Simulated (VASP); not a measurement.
# Au in VASP: density of states with PBE

Aim: the density of states of Au with PBE.

Everything below comes from runs of VASP 6.6.1. Logs are shortened: lines on timing, memory, paths and dates and some standing lists are left out, and cuts for length are marked.

## 1. The cell of the first run

The cell holds a sheet with vacuum, 2 atoms: a = 4.474 Å, b = 4.474 Å, c = 23.800 Å, α = 90.00°, β = 90.00°, γ = 120.00°.

## 2. Density of states, PBE

Contents of POSCAR:

```
Au
1.0
    4.4744395038      0.0000000000      0.0000000000
   -2.2372197519      3.8749782780      0.0000000000
    0.0000000000      0.0000000000     23.8000000000
Au
2
Direct
    0.3333333333      0.6666666667      0.2941176471
    0.6666666667      0.3333333333      0.2941176471
```

Contents of INCAR.step1:

```
PREC = Accurate
ENCUT = 520
EDIFF = 1E-6
ISMEAR = 0
SIGMA = 0.1
LREAL = False
LASPH = True
NELM = 100
ALGO = Normal
ISIF = 2
LWAVE = False
LCHARG = True
LMAXMIX = 4
LDIPOL = True
IDIPOL = 3
DIPOL = 0.5 0.5 0.294
GGA = PE
NBANDS = 18
```

Contents of KPOINTS.step1:

```
regular mesh
0
Gamma
  12 12 1
```

Contents of INCAR.step2:

```
PREC = Accurate
ENCUT = 520
EDIFF = 1E-6
ISMEAR = -5
SIGMA = 0.1
LREAL = False
LASPH = True
NELM = 100
ALGO = Normal
ISIF = 2
LWAVE = False
LCHARG = False
LMAXMIX = 4
LDIPOL = True
IDIPOL = 3
DIPOL = 0.5 0.5 0.294
GGA = PE
LORBIT = 11
NEDOS = 2001
ICHARG = 11
```

Contents of KPOINTS.step2:

```
regular mesh
0
Gamma
  18 18 1
```

Potentials or basis: VASP PAW PBE potentials, release 64 (Au).

Launch:

```
$ cat potpaw_PBE.64/Au/POTCAR > POTCAR
$ cp INCAR.step1 INCAR
$ cp KPOINTS.step1 KPOINTS
$ mpirun -np 1 vasp_std > vasp.out
$ cp INCAR.step2 INCAR
$ cp KPOINTS.step2 KPOINTS
$ mpirun -np 1 vasp_std > vasp.out
```

OUTCAR:

```text
PREC = Accurate
   ENCUT = 520
   EDIFF = 1E-6
   ISMEAR = -5
   LREAL = False
   LASPH = True
   NELM = 100
   ISIF = 2
   GGA = PE
   LORBIT = 11
   ICHARG = 11

 ion  position               nearest neighbor table
   1  0.333  0.667  0.294-   2 2.58   2 2.58   2 2.58
   2  0.667  0.333  0.294-   1 2.58   1 2.58   1 2.58

  LATTYP: Found a hexagonal cell.
 ALAT       =     4.4744395038
 C/A-ratio  =     5.3191019746

  Lattice vectors:

 A1 = (   4.4744395038,   0.0000000000,   0.0000000000)
 A2 = (  -2.2372197519,   3.8749782780,   0.0000000000)
 A3 = (   0.0000000000,   0.0000000000,  23.8000000000)

Analysis of symmetry for initial positions (statically):
=====================================================================
 Subroutine PRICEL returns:
 Original cell was already a primitive cell.

 Routine SETGRP: Setting up the symmetry group for a
 hexagonal supercell.

 Subroutine GETGRP returns: Found 24 space group operations
 (whereof 12 operations were pure point group operations)
 out of a pool of 24 trial point group operations.

The static configuration has the point symmetry C_6v.
 The point group associated with its full space group is D_6h.

Analysis of symmetry for dynamics (positions and initial velocities):
=====================================================================
 Subroutine PRICEL returns:
 Original cell was already a primitive cell.

 Routine SETGRP: Setting up the symmetry group for a
 hexagonal supercell.

 Subroutine GETGRP returns: Found 24 space group operations
 (whereof 12 operations were pure point group operations)
 out of a pool of 24 trial point group operations.

The dynamic configuration has the point symmetry C_6v.
 The point group associated with its full space group is D_6h.

 Subroutine INISYM returns: Found 24 space group operations
 (whereof 12 operations are pure point group operations),
 and found     1 'primitive' translations

----------------------------------------------------------------------------------------

                                     Primitive cell

  volume of cell :     412.6529

  direct lattice vectors                    reciprocal lattice vectors
     4.474439504  0.000000000  0.000000000     0.223491680  0.129032981  0.000000000
    -2.237219752  3.874978278  0.000000000     0.000000000  0.258065963  0.000000000
     0.000000000  0.000000000 23.800000000     0.000000000  0.000000000  0.042016807

  length of vectors
     4.474439504  4.474439504 23.800000000     0.258065963  0.258065963  0.042016807

  position of ions in fractional coordinates (direct lattice)
     0.333333333  0.666666667  0.294117647
     0.666666667  0.333333333  0.294117647

  ion indices of the primitive-cell ions
   primitive index   ion index
                 1           1
                 2           2

----------------------------------------------------------------------------------------

 KPOINTS: regular mesh

Automatic generation of k-mesh.
 Grid dimensions read from file:
 generate k-points for:   18   18    1

 Generating k-lattice:

  Cartesian coordinates                     Fractional coordinates (reciprocal lattice)
     0.012416204  0.007168499  0.000000000     0.055555556  0.000000000  0.000000000
     0.000000000  0.014336998  0.000000000     0.000000000  0.055555556  0.000000000
     0.000000000  0.000000000  0.042016807     0.000000000  0.000000000  1.000000000

  Length of vectors
     0.014336998  0.014336998  0.042016807

  Shift w.r.t. Gamma in fractional coordinates (k-lattice)
     0.000000000  0.000000000  0.000000000

 TETIRR: Found    169 inequivalent tetrahedra from     1944

 Subroutine IBZKPT returns following result:
 ===========================================

 Found     37 irreducible k-points:

 Following reciprocal coordinates:
            Coordinates               Weight
  0.000000  0.000000  0.000000      1.000000
  0.055556 -0.000000  0.000000      6.000000
  0.111111 -0.000000  0.000000      6.000000
  0.166667  0.000000  0.000000      6.000000
  0.222222 -0.000000  0.000000      6.000000
  0.277778  0.000000  0.000000      6.000000
[... 16 lines left out ...]
  0.333333  0.111111  0.000000     12.000000
  0.388889  0.111111  0.000000     12.000000
 [... further k-points ...]
   k-points           NKPTS =     37   k-points in BZ     NKDIM =     37   number of bands    NBANDS=     15
   number of dos      NEDOS =   2001   number of ions     NIONS =      2
   total plane-waves  NPLWV = 233280
   dimension x,y,z NGX =    36 NGY =   36 NGZ =  180
   dimension x,y,z NGXF=    72 NGYF=   72 NGZF=  360
   ions per type =               2
   NGX,Y,Z   is equivalent  to a cutoff of  13.38, 13.38, 12.57 a.u.
   NGXF,Y,Z  is equivalent  to a cutoff of  26.75, 26.75, 25.15 a.u.
 SYSTEM =  unknown system
   PREC   = accura    normal or accurate (medium, high low for compatibility)
   ISTART =      0    job   : 0-new  1-cont  2-samecut
   ICHARG =     11    charge: 1-file 2-atom 10-const
   ISPIN  =      1    spin polarized calculation?
   LNONCOLLINEAR =      F non collinear calculations
   LSORBIT =      F    spin-orbit coupling
   LASPH  =      T    aspherical Exc in radial PAW
   ENCUT  =  520.0 eV  38.22 Ry    6.18 a.u.   8.32  8.32 44.25*2*pi/ulx,y,z
   NELM   =    100;   NELMIN=  2; NELMDL=  0     # of ELM steps
   EDIFF  = 0.1E-05   stopping-criterion for ELM
   LREAL  =      F    real-space projection
   EDIFFG = 0.1E-04   stopping-criterion for IOM
   NSW    =      0    number of steps for IOM
   IBRION =     -1    ionic relax: 0-MD 1-quasi-New 2-CG
   NFREE  =      0    steps in history (QN), initial steepest desc. (CG)
   ISIF   =      2    stress and relaxation
   ISYM   =      2    0-nonsym 1-usesym 2-fastsym
   POTIM  = 0.5000    time-step for ionic-motion
   TEBEG  =    0.0;   TEEND  =   0.0 temperature during run
   PSTRESS=    0.0 pullay stress
   NELECT =      22.0000    total number of electrons
   NUPDOWN=      -1.0000    fix difference up-down
   EMIN   =  10.00;   EMAX   =-10.00  energy-range for DOS
   EFERMI =   0.00;   METHOD = LEGACY
   ISMEAR =    -5;   SIGMA  =   0.10  broadening in eV -4-tet -1-fermi 0-gaus
   EFERMI_NEDOS =   21; number of points for ismear=-14 and -15
   IALGO  =     38    algorithm
   IMIX   =      4    mixing-type and parameters
     AMIX     =   0.40;   BMIX     =  1.00
     AMIX_MAG =   1.60;   BMIX_MAG =  1.00
  volume/ion in A,a.u.               =     206.33      1392.36
  Fermi-wavevector in a.u.,A,eV,Ry     =   0.616151  1.164357  5.165350  0.379643
  Thomas-Fermi vector in A             =   1.673777
   LORBIT       =     11    0 simple, 1 ext, 2 COOP (PROOUT), +10 PAW based schemes
   GGA     = PE    functional components
   LHFCALC =     F    Hartree Fock is set to
   AEXX    =    0.0000 exact exchange contribution
   IVDW    =     0    specifies the selected vdW correction
   LEPSILON=     F    determine dielectric tensor
   LRPA    =     F    only Hartree local field effects (RPA)
 non-spin polarized calculation
 Fermi weights with tetrahedron method with Bloechl corrections
  energy-cutoff  :      520.00
  volume of cell :      412.65
 maximum number of plane-waves:     11163
 NGX is ok and might be reduce to    36

 number of electron      22.0000003 magnetization

 dipolmoment           0.000000      0.000000     -0.000186 electrons x Angstroem

 Free energy of the ion-electron system (eV)
  ---------------------------------------------------
  ext. energy  EPLUGINS =         0.00000000
  ---------------------------------------------------
  free energy    TOTEN  =        -4.62447842 eV

  energy without entropy =       -4.62447842  energy(sigma->0) =       -4.62447842

 E-fermi :  -4.7178     XC(G=0):  -1.7411

 val. band max:       -4.7094388689   @ k =   0.3889   0.2222   0.0000
 cond. band min:      -4.7335482010   @ k =   0.3333   0.3333   0.0000
 fundamental gap:     -0.0241093321
 Fermi energy:        -4.7177759502

 k-point     1 :       0.0000    0.0000    0.0000
  band No.  band energies     occupation
      1     -10.0463      2.00000
      2      -8.0687      2.00000
      3      -8.0687      2.00000
      4      -7.8140      2.00000
      5      -7.8140      2.00000
      6      -7.5192      2.00000
      7      -7.5192      2.00000
      8      -7.0527      2.00000
      9      -6.1419      2.00000
     10      -6.1419      2.00000
     11      -6.0438      2.00000
     12      -2.1709      0.00000
     13       0.9493      0.00000
     14       1.3810      0.00000
     15       1.4052      0.00000

 k-point     2 :       0.0556   -0.0000    0.0000
  band No.  band energies     occupation
      1     -10.0204      2.00000
      2      -8.1490      2.00000
      3      -8.1466      2.00000
      4      -7.8220      2.00000
      5      -7.8103      2.00000
      6      -7.4417      2.00000
      7      -7.4190      2.00000
      8      -7.0419      2.00000
      9      -6.1615      2.00000
     10      -6.1324      2.00000
     11      -6.0491      2.00000
     12      -2.1193      0.00000
     13       0.9791      0.00000
     14       1.4127      0.00000
     15       1.4356      0.00000

 k-point     3 :       0.1111   -0.0000    0.0000
  band No.  band energies     occupation
      1      -9.9451      2.00000
      2      -8.3101      2.00000
      3      -8.3055      2.00000
      4      -7.8443      2.00000
      5      -7.7995      2.00000
      6      -7.2764      2.00000
      7      -7.2037      2.00000
      8      -7.0101      2.00000
      9      -6.2161      2.00000
     10      -6.1056      2.00000
     11      -6.0642      2.00000
     12      -1.9690      0.00000
     13       1.0677      0.00000
     14       1.3519      0.00000
     15       1.5075      0.00000

 k-point     4 :       0.1667    0.0000    0.0000
  band No.  band energies     occupation
      1      -9.8278      2.00000
      2      -8.4908      2.00000
      3      -8.4669      2.00000
      4      -7.8773      2.00000
      5      -7.7830      2.00000
      6      -7.0831      2.00000
      7      -6.9593      2.00000
      8      -6.9482      2.00000
      9      -6.2948      2.00000
     10      -6.0860      2.00000
     11      -6.0658      2.00000
     12      -1.7309      0.00000
     13       0.3365      0.00000
     14       1.2193      0.00000
     15       1.6653      0.00000
[... 307 lines left out ...]
 k-point    22 :       0.2778    0.1111    0.0000
  band No.  band energies     occupation
      1      -9.3975      2.00000
      2      -8.9739      2.00000
      3      -8.7650      2.00000
      4      -8.0370      2.00000
      5      -7.6565      2.00000
      6      -6.7285      2.00000
      7      -6.6130      2.00000
      8      -6.4328      2.00000
      9      -6.2083      2.00000
     10      -5.8950      2.00000
     11      -5.8940      2.00000
     12      -2.5441      0.00000
     13      -0.5180      0.00000
     14      -0.0289      0.00000
     15       2.1263      0.00000

 k-point    23 :       0.3333    0.1111    0.0000
  band No.  band energies     occupation
      1      -9.3746      2.00000
      2      -8.9635      2.00000
      3      -8.8231      2.00000
      4      -8.0696      2.00000
      5      -7.6243      2.00000
      6      -6.6816      2.00000
      7      -6.6578      2.00000
      8      -6.4238      2.00000
      9      -5.9430      2.00000
     10      -5.8582      2.00000
     11      -5.6462      2.00000
     12      -3.3194      0.00000
     13      -0.3848      0.00000
     14      -0.0834      0.00000
     15       2.5156      0.00000

 k-point    24 :       0.3889    0.1111    0.0000
  band No.  band energies     occupation
      1      -9.3895      2.00000
      2      -8.9253      2.00000
      3      -8.8562      2.00000
      4      -8.0903      2.00000
      5      -7.6019      2.00000
      6      -6.7265      2.00000
      7      -6.5938      2.00000
      8      -6.4598      2.00000
      9      -5.8353      2.00000
     10      -5.7466      2.00000
     11      -5.2813      2.00000
     12      -4.0130      0.00000
     13      -0.6136      0.00000
     14       0.3243      0.00000
     15       2.1451      0.00000

 [... further k-points ...]

------------------------ aborting loop because EDIFF is reached ----------------------------------------

 vacuum level on the upper side and lower side of the slab       (xc-potential included)        -0.070        -0.069

  FORCE on cell =-STRESS in cart. coord.  units (eV):
  Direction    XX          YY          ZZ          XY          YZ          ZX
  --------------------------------------------------------------------------------------
  -------------------------------------------------------------------------------------
  Total       -0.0663671     -0.0663671     -0.0693559      0.0000000     -0.0000000      0.0000000
  in kB       -0.2576786     -0.2576786     -0.2692830      0.0000000     -0.0000000      0.0000000
  external PRESSURE =      -0.2615467 kB  Pullay stress =       0.0000000 kB

 VOLUME and BASIS-vectors are now :
 -----------------------------------------------------------------------------
  energy-cutoff  :      520.00
  volume of cell :      412.65
      direct lattice vectors                 reciprocal lattice vectors
     4.474439504  0.000000000  0.000000000     0.223491680  0.129032981  0.000000000
    -2.237219752  3.874978278  0.000000000     0.000000000  0.258065963  0.000000000
     0.000000000  0.000000000 23.800000000     0.000000000  0.000000000  0.042016807

 POSITION                                       TOTAL-FORCE (eV/Angst)
 -----------------------------------------------------------------------------------
     -0.00000      2.58332      7.00000         0.000000     -0.000000      0.000000
      2.23722      1.29166      7.00000        -0.000000      0.000000      0.000000
 -----------------------------------------------------------------------------------
    total drift:                               -0.000000     -0.000000     -0.026323

  FREE ENERGIE OF THE ION-ELECTRON SYSTEM (eV)
  ---------------------------------------------------
  free  energy   TOTEN  =        -4.6244784231 eV

  energy  without entropy=       -4.6244784231  energy(sigma->0) =       -4.62447842

 vacuum level on the upper side and lower side of the slab         1.114         1.115

 total charge

# of ion       s       p       d       tot
------------------------------------------
    1        0.655   0.194   8.770   9.619
    2        0.655   0.194   8.770   9.619
--------------------------------------------------
tot          1.310   0.388  17.540  19.238
```

Run time: 3.7 min. Hardware: 1 thread of Intel Xeon Platinum 8375C at 2.90GHz (Ice Lake), shared host; peak memory 0.59 GiB.

What came out:

* Valence electrons inside the program's atomic spheres: Au 9.62

Caveat: spin-orbit coupling is left out, which moves the levels of the heavy elements; tetrahedron occupations give inexact forces and stress in metals.
